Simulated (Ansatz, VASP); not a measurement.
**Ba in VASP and in Ansatz**

```
Ba
1.0
     1.90974    4.27504    4.27504
     4.27504    1.90974    4.27504
     4.27504    4.27504    1.90974
Ba
1
Direct
  0.00000 0.00000 0.00000
```

Alike in both runs: task single point; functional PBEsol; k mesh 14 × 14 × 14; occupations gaussian, width 0.15 eV; no spin polarisation.

|  | VASP | Ansatz |
| --- | --- | --- |
| version | VASP 6.6.1 | Ansatz 0.2.0 |
| potentials or method | VASP PAW PBE potentials, release 64 (Ba_sv), cutoff 520 eV | scalar-relativistic, plane waves, PAW |
| valence electrons in the cell | 10 | 10 |

```csv
,VASP,Ansatz,Ansatz less VASP
gap on the k mesh at the Fermi level (eV),none,none,-
pressure (GPa),4.3,3.6,-0.63
"traceless stress, the component that is largest in VASP (GPa)",-3.41,-3.05,+0.361
```

VASP's potentials were made for PBE, not for PBEsol. A gap of «none» marks a metal or a gap that the smearing closes.

Spin-orbit coupling is off throughout.
